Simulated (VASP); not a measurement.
Input of a VASP 6.6.1 run:

INCAR

```
ALGO     = Normal         # electronic algorithm
EDIFF    = 1E-7           # SCF threshold, eV
ENCUT    = 520            # plane-wave cutoff, eV
GGA      = PS             # functional
ISIF     = 2              # what is computed and relaxed
ISMEAR   = -1             # smearing method
LASPH    = T              # aspherical terms in the spheres
LCHARG   = T              # write CHGCAR
LELF     = T              # ELF
LREAL    = F              # projectors in reciprocal space
LVHAR    = T            
LWAVE    = F              # write WAVECAR
NBANDS   = 16             # bands
NELM     = 80             # most SCF steps
PREC     = Accurate       # precision mode
SIGMA    = 0.05           # smearing width, eV
```

Contents of KPOINTS:

```
k-points
0
Gamma
  3 3 1
```

File POSCAR:

```
C
1.0
    2.4700000000      0.0000000000      0.0000000000
   -1.2350000000      2.1390827500      0.0000000000
    0.0000000000      0.0000000000      6.7900000000
C
4
Direct
    0.0000000000      0.0000000000      0.0000000000
    0.0000000000      0.0000000000      0.5000000000
    0.3333333318      0.6666666636      0.0050000000
    0.6666666659      0.3333333318      0.5050000000
```

Potentials or basis: VASP PAW PBE potentials, release 64 (C).

The run is started by

```console
$ cat potpaw_PBE.64/C/POTCAR > POTCAR
$ mpirun -np 1 vasp_std > vasp.out
```

Task: What does it give for the band gap on the k mesh?

Result: Zero (filled and empty bands touch).

Task: Estimate the pressure.

Result: -0.5 GPa.

Task: What does it give for the largest force?

Result: 0.567 eV/Å.

Forces in eV/Å, atoms in the order of the input:
```
C    0.000  0.000  0.567
C    0.000  0.000  0.567
C    0.000  0.000 -0.567
C    0.000  0.000 -0.567
```

Caveat: the k points lie up to 0.98 Å⁻¹ apart; the PAW data sets were made with another functional, which shifts forces and pressure a little; this functional lacks dispersion, which binds the layers, so the pressure and a relaxed spacing across them are unreliable.
